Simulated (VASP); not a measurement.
Set up this calculation in VASP 6.6.1, as the native input.

```
Task                   : single point
Functional             : PBEsol
Potentials or basis    : VASP PAW PBE potentials, release 64 (Au, Al)
Cutoff                 : 520 eV
k mesh                 : 6 × 6 × 6
Occupations            : fermi-dirac, width 0.05 eV
Spin                   : no spin polarisation
Dipole correction      : no
Further INCAR settings : ALGO = Normal; EDIFF = 1e-06; NBANDS = 16
```

The structure of Al2Au lies in POSCAR:

```
Al2Au
1.0
    0.0000000000      3.0000000000      3.0000000000
    3.0000000000      0.0000000000      3.0000000000
    3.0000000000      3.0000000000      0.0000000000
Au Al
1 2
Direct
   -0.0093480000     -0.0091520000      0.0113400000
    0.7310250000      0.7567500000      0.7631390000
    0.2417210000      0.2516200000      0.2599490000
```

These files were run (other wordings do the same):

INCAR

```
SYSTEM = Al2Au
ALGO = Normal
EDIFF = 1E-6
ENCUT = 520
GGA = PS
ISIF = 2
ISMEAR = -1
LASPH = .True.
LCHARG = .False.
LREAL = .False.
LWAVE = .False.
NBANDS = 16
NELM = 60
PREC = Accurate
SIGMA = 0.05
```

KPOINTS

```
k-points
0
Gamma
  6 6 6
  0 0 0
```

Potentials or basis: VASP PAW PBE potentials, release 64 (Au, Al).

The run is started by

```bash
$ cat potpaw_PBE.64/Au/POTCAR potpaw_PBE.64/Al/POTCAR > POTCAR
$ mpirun -np 1 vasp_std > vasp.out
```

It gave:

```
Pressure      : 0.2 GPa
Largest force : 0.395 eV/Å
```

Caveat: the PAW data sets were made with another functional, which shifts forces and pressure a little.

Wall time 33 s on 1 thread of Intel(R) Xeon(R) 6975P-C (Granite Rapids), with other jobs on the host, peak memory 0.24 GiB.
